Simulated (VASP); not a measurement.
# HfS2 (P-3m1) in VASP: single point with HSE06

Aim: the single point of HfS2 with HSE06.

All numbers are computed with VASP 6.6.1; they aren't measurements. Logs are shortened: lines on timing, memory, paths and dates and some standing lists are left out, and cuts for length are marked.

## 1. The cell of the first run

It takes space group P-3m1 (No. 164, trigonal). Conventional cell: a = 3.485 Å, b = 3.485 Å, c = 5.643 Å, α = 90.00°, β = 90.00°, γ = 120.00°. Hf (site symmetry -3m) has 6 S at 2.50 Å within 3.3 Å. S (site symmetry 3m) has 3 Hf at 2.50 Å and 12 S at 3.34 to 3.59 Å within 3.6 Å.

## 2. Single point, HSE06 (strain -4.0%)

File POSCAR:

```
HfS2
1.0
    3.4850841186      0.0000000000      0.0000000000
   -1.7425420593      3.0181713811      0.0000000000
    0.0000000000      0.0000000000      5.6432238321
Hf S
1 2
Direct
    0.0000000000      0.0000000000      0.0000000000
    0.3333333333      0.6666666667      0.2635290624
    0.6666666667      0.3333333333      0.7364709376
```

File INCAR.step1:

```
SYSTEM = HfS2
ALGO = Normal ; EDIFF = 1E-5
ENCUT = 400 ; GGA = PE
GGA_COMPAT = .FALSE. ; ISIF = 2
ISMEAR = 0 ; LASPH = .TRUE.
LCHARG = .FALSE. ; LREAL = .FALSE.
LWAVE = .TRUE. ; NBANDS = 18
NELM = 120 ; PREC = Accurate
SIGMA = 0.01
```

File INCAR.step2:

```
SYSTEM = HfS2
ALGO = Normal ; EDIFF = 1E-6
ENCUT = 400 ; GGA = PE
GGA_COMPAT = .FALSE. ; HFSCREEN = 0.2079
ISIF = 2 ; ISMEAR = 0
ISTART = 1 ; LASPH = .TRUE.
LCHARG = .FALSE. ; LHFCALC = .TRUE.
LREAL = .FALSE. ; LWAVE = .FALSE.
NBANDS = 18 ; NELM = 120
PREC = Accurate ; PRECFOCK = Normal
SIGMA = 0.01
```

File KPOINTS:

```
k-points
0
G
  6 6 4
  0 0 0
```

Potentials or basis: VASP PAW PBE potentials, release 64 (Hf_pv, S).

On the command line:

```console
> cat potpaw_PBE.64/Hf_pv/POTCAR potpaw_PBE.64/S/POTCAR > POTCAR
> cp INCAR.step1 INCAR
> mpirun -np 1 vasp_std > vasp.out
> cp INCAR.step2 INCAR
> mpirun -np 1 vasp_std > vasp.out
```

OUTCAR:

```text
SYSTEM = HfS2
   EDIFF = 1E-6
   ENCUT = 400
   GGA = PE
   HFSCREEN = 0.2079
   ISIF = 2
   ISMEAR = 0
   ISTART = 1
   LASPH = .TRUE.
   LHFCALC = .TRUE.
   LREAL = .FALSE.
   NELM = 120
   PREC = Accurate
   PRECFOCK = Normal

 ion  position               nearest neighbor table
   1  0.000  0.000  0.000-   3 2.50   2 2.50   3 2.50   2 2.50   3 2.50   2 2.50
   2  0.333  0.667  0.264-   1 2.50   1 2.50   1 2.50
   3  0.667  0.333  0.736-   1 2.50   1 2.50   1 2.50

  LATTYP: Found a hexagonal cell.
 ALAT       =     3.4850841186
 C/A-ratio  =     1.6192503940

  Lattice vectors:

 A1 = (   3.4850841186,   0.0000000000,   0.0000000000)
 A2 = (  -1.7425420593,   3.0181713811,   0.0000000000)
 A3 = (   0.0000000000,   0.0000000000,   5.6432238321)

Analysis of symmetry for initial positions (statically):
=====================================================================
 Subroutine PRICEL returns:
 Original cell was already a primitive cell.

 Routine SETGRP: Setting up the symmetry group for a
 hexagonal supercell.

 Subroutine GETGRP returns: Found 12 space group operations
 (whereof 12 operations were pure point group operations)
 out of a pool of 24 trial point group operations.

The static configuration has the point symmetry D_3d.

Analysis of symmetry for dynamics (positions and initial velocities):
=====================================================================
 Subroutine PRICEL returns:
 Original cell was already a primitive cell.

 Routine SETGRP: Setting up the symmetry group for a
 hexagonal supercell.

 Subroutine GETGRP returns: Found 12 space group operations
 (whereof 12 operations were pure point group operations)
 out of a pool of 24 trial point group operations.

The dynamic configuration has the point symmetry D_3d.

 Subroutine INISYM returns: Found 12 space group operations
 (whereof 12 operations are pure point group operations),
 and found     1 'primitive' translations

----------------------------------------------------------------------------------------

                                     Primitive cell

  volume of cell :      59.3587

  direct lattice vectors                    reciprocal lattice vectors
     3.485084119  0.000000000  0.000000000     0.286937120  0.165663223  0.000000000
    -1.742542059  3.018171381  0.000000000     0.000000000  0.331326447  0.000000000
     0.000000000  0.000000000  5.643223832     0.000000000  0.000000000  0.177203675

  length of vectors
     3.485084119  3.485084119  5.643223832     0.331326447  0.331326447  0.177203675

  position of ions in fractional coordinates (direct lattice)
     0.000000000  0.000000000  0.000000000
     0.333333333  0.666666667  0.263529062
     0.666666667  0.333333333  0.736470938

  ion indices of the primitive-cell ions
   primitive index   ion index
                 1           1
                 2           2
                 3           3

----------------------------------------------------------------------------------------

 KPOINTS: k-points

Automatic generation of k-mesh.
 Grid dimensions read from file:
 generate k-points for:    6    6    4

 Generating k-lattice:

  Cartesian coordinates                     Fractional coordinates (reciprocal lattice)
     0.047822853  0.027610537  0.000000000     0.166666667 -0.000000000  0.000000000
     0.000000000  0.055221074  0.000000000     0.000000000  0.166666667  0.000000000
     0.000000000  0.000000000  0.044300919     0.000000000  0.000000000  0.250000000

  Length of vectors
     0.055221074  0.055221074  0.044300919

  Shift w.r.t. Gamma in fractional coordinates (k-lattice)
     0.000000000  0.000000000  0.000000000

 Subroutine IBZKPT returns following result:
 ===========================================

 Found     24 irreducible k-points:

 Following reciprocal coordinates:
            Coordinates               Weight
  0.000000  0.000000  0.000000      1.000000
  0.166667 -0.000000  0.000000      6.000000
  0.333333  0.000000  0.000000      6.000000
  0.500000  0.000000  0.000000      3.000000
  0.166667  0.166667  0.000000      6.000000
  0.333333  0.166667  0.000000     12.000000
[... 16 lines left out ...]
  0.333333  0.166667  0.500000     12.000000
  0.333333  0.333333  0.500000      2.000000
   k-points           NKPTS =     24   k-points in BZ     NKDIM =    144   number of bands    NBANDS=     18
   number of dos      NEDOS =    301   number of ions     NIONS =      3
   total plane-waves  NPLWV =  23040
   dimension x,y,z NGX =    24 NGY =   24 NGZ =   40
   dimension x,y,z NGXF=    48 NGYF=   48 NGZF=   80
   ions per type =               1   2
   NGX,Y,Z   is equivalent  to a cutoff of  11.45, 11.45, 11.78 a.u.
   NGXF,Y,Z  is equivalent  to a cutoff of  22.90, 22.90, 23.57 a.u.
 SYSTEM =  HfS2
   PREC   = accura    normal or accurate (medium, high low for compatibility)
   ISTART =      1    job   : 0-new  1-cont  2-samecut
   ICHARG =      0    charge: 1-file 2-atom 10-const
   ISPIN  =      1    spin polarized calculation?
   LNONCOLLINEAR =      F non collinear calculations
   LSORBIT =      F    spin-orbit coupling
   LASPH  =      T    aspherical Exc in radial PAW
   ENCUT  =  400.0 eV  29.40 Ry    5.42 a.u.   5.68  5.68  9.20*2*pi/ulx,y,z
   NELM   =    120;   NELMIN=  2; NELMDL=  0     # of ELM steps
   EDIFF  = 0.1E-05   stopping-criterion for ELM
   LREAL  =      F    real-space projection
   EDIFFG = 0.1E-04   stopping-criterion for IOM
   NSW    =      0    number of steps for IOM
   IBRION =     -1    ionic relax: 0-MD 1-quasi-New 2-CG
   NFREE  =      0    steps in history (QN), initial steepest desc. (CG)
   ISIF   =      2    stress and relaxation
   ISYM   =      3    0-nonsym 1-usesym 2-fastsym
   POTIM  = 0.5000    time-step for ionic-motion
   TEBEG  =    0.0;   TEEND  =   0.0 temperature during run
   PSTRESS=    0.0 pullay stress
   NELECT =      22.0000    total number of electrons
   NUPDOWN=      -1.0000    fix difference up-down
   EMIN   =  10.00;   EMAX   =-10.00  energy-range for DOS
   EFERMI =   0.00;   METHOD = LEGACY
   ISMEAR =     0;   SIGMA  =   0.01  broadening in eV -4-tet -1-fermi 0-gaus
   EFERMI_NEDOS =   21; number of points for ismear=-14 and -15
   IALGO  =     38    algorithm
   IMIX   =      1    mixing-type and parameters
     AMIX     =   0.40;   BMIX     =  1.00
     AMIX_MAG =   1.60;   BMIX_MAG =  1.00
  volume/ion in A,a.u.               =      19.79       133.52
  Fermi-wavevector in a.u.,A,eV,Ry     =   1.175947  2.222217 18.814820  1.382850
  Thomas-Fermi vector in A             =   2.312319
   LORBIT       =      0    0 simple, 1 ext, 2 COOP (PROOUT), +10 PAW based schemes
   GGA     = PE    functional components
   LHFCALC =     T    Hartree Fock is set to
   PRECFOCK=normal    Normal, Fast or Accurate (Low or Medium for compatibility)
   ENCUT4O =  -1.0   cutoff for four orbital integrals eV
   NKREDX  =     1    reduce k-point grid by
   NKREDY  =     1    reduce k-point grid by
   NKREDZ  =     1    reduce k-point grid by
   AEXX    =    0.2500 exact exchange contribution
   HFSCREEN=    0.2079 screening length (either q_TF or 0.3 A-1)
   HFSCREENC=   0.2079 screening length for correlation (either q_TF or 0.3 A-1)
   ENCUTFOCK=  -1.0 apply spherical cutoff to Coloumb kernel
   IVDW    =     0    specifies the selected vdW correction
   LEPSILON=     F    determine dielectric tensor
   LRPA    =     F    only Hartree local field effects (RPA)
 non-spin polarized calculation
 Gauss-broadening in eV      SIGMA  =   0.01
  energy-cutoff  :      400.00
  volume of cell :       59.36
 maximum number of plane-waves:      1104
 NGX is ok and might be reduce to    24
  NGX = 18; NGY = 18; NGZ = 30

 number of electron      22.0000000 magnetization

 Free energy of the ion-electron system (eV)
  ---------------------------------------------------
  ext. energy  EPLUGINS =         0.00000000
  ---------------------------------------------------
  free energy    TOTEN  =       -26.72820722 eV

  energy without entropy =      -26.72820722  energy(sigma->0) =      -26.72820722

 E-fermi :   4.3205     XC(G=0):  -8.5303

 val. band max:        4.1758207275   @ k =   0.0000   0.0000   0.0000
 cond. band min:       5.3638811799   @ k =   0.5000   0.0000   0.5000
 fundamental gap:      1.1880604524
 Fermi energy:         4.3204842962

 k-point     1 :       0.0000    0.0000    0.0000
  band No.  band energies     occupation
      1     -28.6665      2.00000
      2     -28.4869      2.00000
      3     -28.4869      2.00000
      4     -11.0894      2.00000
      5      -8.8116      2.00000
      6      -2.1211      2.00000
[... 10 lines left out ...]
     17      10.6905      0.00000
     18      11.1796      0.00000

 k-point     2 :       0.1667   -0.0000    0.0000
  band No.  band energies     occupation
      1     -28.6486      2.00000
      2     -28.5762      2.00000
      3     -28.5067      2.00000
      4     -10.6874      2.00000
      5      -8.8680      2.00000
      6      -1.6064      2.00000
[... 10 lines left out ...]
     17      12.3980      0.00000
     18      12.8995      0.00000

 k-point     3 :       0.3333    0.0000    0.0000
  band No.  band energies     occupation
      1     -28.7506      2.00000
      2     -28.6121      2.00000
      3     -28.5459      2.00000
      4      -9.7788      2.00000
      5      -8.9574      2.00000
      6      -0.8395      2.00000
[... 10 lines left out ...]
     17      12.8275      0.00000
     18      13.1993      0.00000

 k-point     4 :       0.5000    0.0000    0.0000
  band No.  band energies     occupation
      1     -28.8353      2.00000
      2     -28.5940      2.00000
      3     -28.5653      2.00000
      4      -9.3518      2.00000
      5      -8.8589      2.00000
      6      -1.8822      2.00000
[... 375 lines left out ...]
      4      -9.5591      2.00000
      5      -9.4699      2.00000
      6      -0.7913      2.00000
[... 10 lines left out ...]
     17      13.3128      0.00000
     18      13.8666      0.00000

 k-point    23 :       0.3333    0.1667    0.5000
  band No.  band energies     occupation
      1     -28.7902      2.00000
      2     -28.6126      2.00000
      3     -28.5939      2.00000
      4      -9.3619      2.00000
      5      -8.8302      2.00000
      6      -1.4083      2.00000
[... 10 lines left out ...]
     17      12.8590      0.00000
     18      13.0904      0.00000

 k-point    24 :       0.3333    0.3333    0.5000
  band No.  band energies     occupation
      1     -28.7279      2.00000
      2     -28.7279      2.00000
      3     -28.5858      2.00000
      4      -8.9680      2.00000
      5      -8.9680      2.00000
      6      -0.5786      2.00000
[... 10 lines left out ...]
     17      13.5047      0.00000
     18      14.6870      0.00000

------------------------ aborting loop because EDIFF is reached ----------------------------------------

  FORCE on cell =-STRESS in cart. coord.  units (eV):
  Direction    XX          YY          ZZ          XY          YZ          ZX
  --------------------------------------------------------------------------------------
  -------------------------------------------------------------------------------------
  Total        3.4129895      3.4129895      1.4373641     -0.0000000      0.0000000     -0.0000000
  in kB       92.1215214     92.1215214     38.7965344     -0.0000000      0.0000000     -0.0000000
  external PRESSURE =      74.3465258 kB  Pullay stress =       0.0000000 kB

 VOLUME and BASIS-vectors are now :
 -----------------------------------------------------------------------------
  energy-cutoff  :      400.00
  volume of cell :       59.36
      direct lattice vectors                 reciprocal lattice vectors
     3.485084119  0.000000000  0.000000000     0.286937120  0.165663223  0.000000000
    -1.742542059  3.018171381  0.000000000     0.000000000  0.331326447  0.000000000
     0.000000000  0.000000000  5.643223832     0.000000000  0.000000000  0.177203675

 POSITION                                       TOTAL-FORCE (eV/Angst)
 -----------------------------------------------------------------------------------
      0.00000      0.00000      0.00000        -0.000000      0.000000      0.000000
     -0.00000      2.01211      1.48715         0.000000      0.000000     -0.185841
      1.74254      1.00606      4.15607         0.000000     -0.000000      0.185841
 -----------------------------------------------------------------------------------
    total drift:                                0.000000      0.000000     -0.000000

  FREE ENERGIE OF THE ION-ELECTRON SYSTEM (eV)
  ---------------------------------------------------
  free  energy   TOTEN  =       -26.7282072209 eV

  energy  without entropy=      -26.7282072209  energy(sigma->0) =      -26.72820722
```

Run time: 1.6 h. Hardware: 1 thread of AMD EPYC 7R13, shared host; peak memory 0.29 GiB.

What came out:

```
Free energy            : -26.7282 eV
Pressure               : 7.4 GPa
Largest force          : 0.186 eV/Å
Band gap on the k mesh : 1.19 eV (least direct gap 2.34 eV)
```

Forces in eV/Å, atoms in the order of the input:
```
Hf   0.000  0.000  0.000
S    0.000  0.000 -0.186
S    0.000  0.000  0.186
```

Stress tensor (GPa, compression positive):
```
9.21 0.00 0.00
0.00 9.21 0.00
0.00 0.00 3.88
```

Caveat: the cell differs from its parent crystal (strain -4.0%); the stress differs along the axes, from 4 to 9 GPa; the PAW data sets were made with another functional, which shifts forces and pressure a little; spin-orbit coupling is left out, which moves the levels of the heavy elements. A k mesh can miss the band edges.
